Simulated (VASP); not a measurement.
A run of VASP 6.6.1 is set up as follows.

File POSCAR:

```
YHg
1.0
    3.6800000000      0.0000000000      0.0000000000
    0.0000000000      3.6800000000      0.0000000000
    0.0000000000      0.0000000000      3.6800000000
Y Hg
1 1
Direct
    0.5000000000      0.5000000000      0.5000000000
    0.0000000000      0.0000000000      0.0000000000
```

The input INCAR.step1:

```
SYSTEM = YHg
PREC = Accurate ; ENCUT = 520
ISMEAR = -1 ; SIGMA = 0.1
LREAL = .False. ; LASPH = .True.
NELM = 80 ; NBANDS = 18
GGA = PE ; ALGO = Normal
EDIFF = 1E-4 ; LWAVE = .True.
LCHARG = .False.
```

File INCAR.step2:

```
SYSTEM = YHg
PREC = Accurate ; ENCUT = 520
EDIFF = 1E-7 ; ISMEAR = -1
SIGMA = 0.1 ; LREAL = .False.
LASPH = .True. ; NELM = 80
ALGO = Normal ; ISIF = 2
LWAVE = .False. ; LCHARG = .True.
METAGGA = R2SCAN ; LMIXTAU = .True.
LELF = .True. ; LVHAR = .True.
NBANDS = 18 ; ISTART = 1
```

File KPOINTS:

```
Automatic mesh
0
Gamma
  4 4 4
  0 0 0
```

Potentials or basis: VASP PAW PBE potentials, release 64 (Y_sv, Hg).

Run with:

```sh
$ cat potpaw_PBE.64/Y_sv/POTCAR potpaw_PBE.64/Hg/POTCAR > POTCAR
$ cp INCAR.step1 INCAR
$ mpirun -np 1 vasp_std > vasp.out
$ cp INCAR.step2 INCAR
$ mpirun -np 1 vasp_std > vasp.out
```

Question: Predict the pressure.

Answer: 1.2 GPa.

Caveat: the k points lie up to 0.43 Å⁻¹ apart; the PAW data sets were made with another functional, which shifts forces and pressure a little.
